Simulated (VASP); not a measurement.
Here is a VASP 6.6.1 calculation.

INCAR

```
ALGO = Fast ; EDIFF = 1E-6
ENCUT = 520 ; GGA = PE
ISIF = 2 ; ISMEAR = 0
LASPH = T ; LCHARG = F
LREAL = F ; LWAVE = F
NBANDS = 51 ; NELM = 60
PREC = Accurate ; SIGMA = 0.1
```

File KPOINTS:

```
k-points
0
Gamma
  4 4 4
```

Contents of POSCAR:

```
Sn
1.0
   -4.1070608372      4.1070608372      4.1070608372
    4.1070608372     -4.1070608372      4.1070608372
    4.1070608372      4.1070608372     -4.1070608372
Sn
6
Direct
    0.7500000000      0.2500000000      0.5000000000
    0.2500000000      0.7500000000      0.5000000000
    0.5000000000      0.2500000000      0.7500000000
    0.7500000000      0.5000000000      0.2500000000
    0.5000000000      0.7500000000      0.2500000000
    0.2500000000      0.5000000000      0.7500000000
```

Potentials or basis: VASP PAW PBE potentials, release 64 (Sn_d).

Launch:

```sh
$ cat potpaw_PBE.64/Sn_d/POTCAR > POTCAR
$ mpirun -np 1 vasp_std > vasp.out
```

Problem. Estimate the pressure.

Solution. -0.1 GPa.

Problem. Estimate the band gap on the k mesh.

Solution. Zero (filled and empty bands touch).

Caveat: spin-orbit coupling is left out, which moves the levels of the heavy elements.
